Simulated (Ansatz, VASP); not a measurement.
## Al2Cu in VASP and in Ansatz

File INCAR:

```
SYSTEM = Al2Cu
PREC = Accurate
ENCUT = 520
EDIFF = 1E-7
ISMEAR = 0
SIGMA = 0.15
LREAL = .False.
LASPH = .True.
NELM = 100
ALGO = Fast
ISIF = 2
LWAVE = .False.
LCHARG = .False.
GGA = PS
NBANDS = 26
```

File KPOINTS:

```
Automatic mesh
0
Gamma
  10 10 10
  0 0 0
```

POSCAR

```
Al2Cu
1.0
   -3.0864000000      3.0864000000      2.5345000000
    3.0864000000     -3.0864000000      2.5345000000
    3.0864000000      3.0864000000     -2.5345000000
Al Cu
4 2
Direct
    0.1593210787      0.6593210787      0.8186421574
    0.6593210787      0.8406789213      0.5000000000
    0.8406789213      0.3406789213      0.1813578426
    0.3406789213      0.1593210787      0.5000000000
    0.7500000000      0.7500000000      0.0000000000
    0.2500000000      0.2500000000      0.0000000000
```

Input for Ansatz:

```yaml
crystal:
  lattice:
    - [-3.0864, 3.0864, 2.5345]
    - [3.0864, -3.0864, 2.5345]
    - [3.0864, 3.0864, -2.5345]
  atoms:
    - { symbol: Al, position: [0.1593210787, 0.6593210787, 0.8186421574] }
    - { symbol: Al, position: [0.6593210787, 0.8406789213, 0.5] }
    - { symbol: Al, position: [0.8406789213, 0.3406789213, 0.1813578426] }
    - { symbol: Al, position: [0.3406789213, 0.1593210787, 0.5] }
    - { symbol: Cu, position: [0.75, 0.75, 0.0] }
    - { symbol: Cu, position: [0.25, 0.25, 0.0] }
basis:
  ecutwfc: 520.0
kpoints:
  mp_grid: { grid: [10, 10, 10] }
hamiltonian:
  xc: pbesol
  pseudopotentials: { kind: paw, azcp: { folder: soft_1 } }
scf:
  occupations: { method: gaussian, width: 0.15 }
output:
  forces: true
  stress: true
  eigenvalues: true
  write_density: true
  write_potential: true
  elf: true
  volumetric_format: npy
```

Alike in both runs: task single point; functional PBEsol; k mesh 10 × 10 × 10; occupations gaussian, width 0.15 eV; no spin polarisation.

```csv
,VASP,Ansatz
version,VASP 6.6.1,Ansatz 0.2.0
potentials or method,"VASP PAW PBE potentials, release 64 (Al, Cu), cutoff 520 eV","scalar-relativistic, plane waves, PAW"
valence electrons in the cell,34,50
```

|  | VASP | Ansatz | Ansatz less VASP |
| --- | --- | --- | --- |
| gap on the k mesh at the Fermi level (eV) | none | none | - |
| pressure (GPa) | -9.0 | -9.2 | -0.25 |
| traceless stress, the component that is largest in VASP (GPa) | -1.21 | -1.24 | -0.031 |
| rms of the force components (eV/Å) | 0.046 | 0.047 | +0.0010 |

VASP's potentials were made for PBE, not for PBEsol, and Ansatz warns of the same on its side. Atom by atom the forces differ by 0.001 eV/Å (rms over components). A gap of «none» marks a metal or a gap that the smearing closes. VASP's potentials hold 34 valence electrons a cell and Ansatz's 50, so a difference there can come from the potentials and not from the codes.
